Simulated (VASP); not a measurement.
Set up this calculation in VASP 6.6.1, as the native input.

* Task: single point
* Functional: r2SCAN
* Potentials or basis: VASP PAW PBE potentials, release 64 (Sn_d, Te)
* Cutoff: 520 eV
* k mesh: 13 × 13 × 13
* Occupations: fermi-dirac, width 0.08 eV
* Spin: no spin polarisation
* Dipole correction: no
* Further INCAR settings: ALGO = Normal; EDIFF = 1e-06; NBANDS = 17

SnTe (rocksalt type):

```
Sn Te
1.0
     0.00000    3.05130    3.05130
     3.05130    0.00000    3.05130
     3.05130    3.05130    0.00000
Sn Te
1 1
Direct
  0.00000 0.00000 0.00000
  0.50000 0.50000 0.50000
```

One way to write it, as run:

POSCAR

```
SnTe
1.0
    0.0000000000      3.0512967358      3.0512967358
    3.0512967358      0.0000000000      3.0512967358
    3.0512967358      3.0512967358      0.0000000000
Sn Te
1 1
Direct
    0.0000000000      0.0000000000      0.0000000000
    0.5000000000      0.5000000000      0.5000000000
```

INCAR.step1

```
SYSTEM = SnTe
  PREC = Accurate
  ENCUT = 520
  ISMEAR = -1
  SIGMA = 0.08
  LREAL = .FALSE.
  LASPH = .TRUE.
  NELM = 80
  NBANDS = 17
  GGA = PE
  ALGO = Normal
  EDIFF = 1E-4
  LWAVE = .TRUE.
  LCHARG = .FALSE.
```

INCAR.step2

```
SYSTEM = SnTe
  PREC = Accurate
  ENCUT = 520
  EDIFF = 1E-6
  ISMEAR = -1
  SIGMA = 0.08
  LREAL = .FALSE.
  LASPH = .TRUE.
  NELM = 80
  ALGO = Normal
  ISIF = 2
  LWAVE = .FALSE.
  LCHARG = .TRUE.
  METAGGA = R2SCAN
  LMIXTAU = .TRUE.
  LELF = .TRUE.
  LVHAR = .TRUE.
  NBANDS = 17
  ISTART = 1
```

KPOINTS

```
Automatic mesh
0
G
  13 13 13
  0 0 0
```

Potentials or basis: VASP PAW PBE potentials, release 64 (Sn_d, Te).

The run is started by

```sh
$ cat potpaw_PBE.64/Sn_d/POTCAR potpaw_PBE.64/Te/POTCAR > POTCAR
$ cp INCAR.step1 INCAR
$ mpirun -np 1 vasp_std > vasp.out
$ cp INCAR.step2 INCAR
$ mpirun -np 1 vasp_std > vasp.out
```

Results of the run:

- Pressure: 7.5 GPa

Caveat: the cell stands under pressure; the PAW data sets were made with another functional, which shifts forces and pressure a little.

Run time: 4.8 min on 1 thread of Intel Xeon 8259CL, with other jobs on the host, peak memory 0.24 GiB.
